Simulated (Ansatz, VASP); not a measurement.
## Hf in VASP and in Ansatz

```
CELL_PARAMETERS angstrom
-1.45239 1.45239 1.45239
1.45239 -1.45239 1.45239
1.45239 1.45239 -1.45239
ATOMIC_POSITIONS crystal
Hf 0.00000 0.00000 0.00000
```

Change from the starting cell: volume scaled by 0.6, PAW files.

Alike in both runs: task single point; functional LDA; k mesh 17 × 17 × 17; occupations fermi-dirac, width 0.08 eV; no spin polarisation.

|  | VASP | Ansatz |
| --- | --- | --- |
| version | VASP 6.6.1 | Ansatz 0.2.0 |
| potentials or method | VASP PAW LDA potentials, release 64 (Hf_pv) | PAW with Ansatz's default frozen-core files, scalar-relativistic |
| plane-wave cutoff (eV) | 520 | 420 |
| valence electrons in the cell | 10 | 26 |

```tsv
	VASP	Ansatz	Ansatz less VASP
pressure (GPa)	142.9	143.1	+0.17
```

LDA's correlation is that of Perdew and Zunger in VASP and of Perdew and Wang (1992) in Ansatz. Both programs put the cell under a high pressure, so it lies far from rest at this level. VASP's potentials hold 10 valence electrons a cell and Ansatz's 26, so a difference there can come from the potentials and not from the codes.

Neither program's run includes spin-orbit coupling. Noted on VASP's run: the cell as given lies far from equilibrium.
